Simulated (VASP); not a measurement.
Crystal: Pd.

```xyz
1
Lattice="0.0000 1.9465 1.9465 1.9465 0.0000 1.9465 1.9465 1.9465 0.0000" Properties=species:S:1:pos:R:3 pbc="T T T"
Pd    0.0000    0.0000    0.0000
```

| Property | Result |
| --- | --- |
| Program | VASP 6.6.1 |
| Task | relaxation of cell and atoms |
| Functional | r2SCAN |
| Potentials or basis | VASP PAW PBE potentials, release 64 (Pd) |
| Cutoff | 600 eV |
| k mesh | 8 × 8 × 8 |
| Occupations | fermi-dirac, width 0.05 eV |
| Spin | no spin polarisation |

At the start: pressure 3.7 GPa; volume 14.75 Å³/atom.

Q: How do energy, volume and symmetry change on relaxing?

A: Over 3 steps the energy falls by 3.2 meV/atom and the volume is 15.04 Å³/atom (+1.9 %); space group Fm-3m (No. 225, to 0.1 Å) before and after.

The path:
```csv
step,energy change (eV),largest force (eV/Å),pressure (GPa),volume (Å³)
1,0.0000,0.0000,3.74,14.75
2,0.0045,0.0000,-5.20,15.50
3,-0.0032,0.0000,0.05,15.04
```

Final structure:
```
CELL_PARAMETERS angstrom
0.00000 1.95904 1.95904
1.95904 0.00000 1.95904
1.95904 1.95904 0.00000
ATOMIC_POSITIONS crystal
Pd 0.00000 0.00000 0.00000
```

Caveat: the PAW data sets were made with another functional, which shifts forces and pressure a little.
